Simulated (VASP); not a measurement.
Write the native input for VASP 6.6.1 that does the following.

- Task: single point
- Functional: r2SCAN
- Potentials or basis: VASP PAW PBE potentials, release 64 (Ga_d, Yb, B)
- Cutoff: 800 eV
- k mesh: 6 × 6 × 6
- Occupations: methfessel-paxton, width 0.0155 eV
- Spin: no spin polarisation
- Dipole correction: no
- Further INCAR settings: ALGO = Normal; EDIFF = 1e-06; NBANDS = 41

Crystal: YbGa3B.

```
CELL_PARAMETERS angstrom
4.31194 0.00000 0.00000
0.00000 4.31194 0.00000
0.00000 0.00000 4.31194
ATOMIC_POSITIONS crystal
Ga 0.00000 0.50000 0.50000
Ga 0.50000 0.00000 0.50000
Ga 0.50000 0.50000 0.00000
Yb 0.00000 0.00000 0.00000
B 0.50000 0.50000 0.50000
```

The input as run:

POSCAR

```
YbGa3B
1.0
    4.3119360000      0.0000000000      0.0000000000
    0.0000000000      4.3119360000      0.0000000000
    0.0000000000      0.0000000000      4.3119360000
Ga Yb B
3 1 1
Direct
    0.0000000000      0.5000000000      0.5000000000
    0.5000000000      0.0000000000      0.5000000000
    0.5000000000      0.5000000000      0.0000000000
    0.0000000000      0.0000000000      0.0000000000
    0.5000000000      0.5000000000      0.5000000000
```

INCAR.step1

```
SYSTEM = YbGa3B
ALGO = Normal ; EDIFF = 1E-5
ENCUT = 800 ; GGA = PE
GGA_COMPAT = .False. ; ISMEAR = 1
LASPH = .True. ; LCHARG = .False.
LMAXMIX = 6 ; LREAL = .False.
LWAVE = .True. ; NBANDS = 41
NELM = 200 ; PREC = Accurate
SIGMA = 0.0155
```

INCAR.step2

```
SYSTEM = YbGa3B
ALGO = Normal ; EDIFF = 1E-6
ENCUT = 800 ; GGA_COMPAT = .False.
ISIF = 2 ; ISMEAR = 1
ISTART = 1 ; LASPH = .True.
LCHARG = .False. ; LMAXMIX = 6
LMIXTAU = .True. ; LREAL = .False.
LWAVE = .False. ; METAGGA = R2SCAN
NBANDS = 41 ; NELM = 200
PREC = Accurate ; SIGMA = 0.0155
```

KPOINTS

```
k-points
0
Gamma
  6 6 6
  0 0 0
```

Potentials or basis: VASP PAW PBE potentials, release 64 (Ga_d, Yb, B).

Run with:

```sh
$ cat potpaw_PBE.64/Ga_d/POTCAR potpaw_PBE.64/Yb/POTCAR potpaw_PBE.64/B/POTCAR > POTCAR
$ cp INCAR.step1 INCAR
$ mpirun -np 1 vasp_std > vasp.out
$ cp INCAR.step2 INCAR
$ mpirun -np 1 vasp_std > vasp.out
```

It gave:

```
Pressure               : 8.5 GPa
Band gap on the k mesh : zero (bands 33 and 34 overlap by 0.54 eV)
```

Caveat: the cell stands under pressure; the PAW data sets were made with another functional, which shifts forces and pressure a little; spin-orbit coupling is left out, which moves the levels of the heavy elements.

Wall time 21 min on 1 thread of Intel Xeon 8259CL (shared host), peak memory 0.36 GiB.
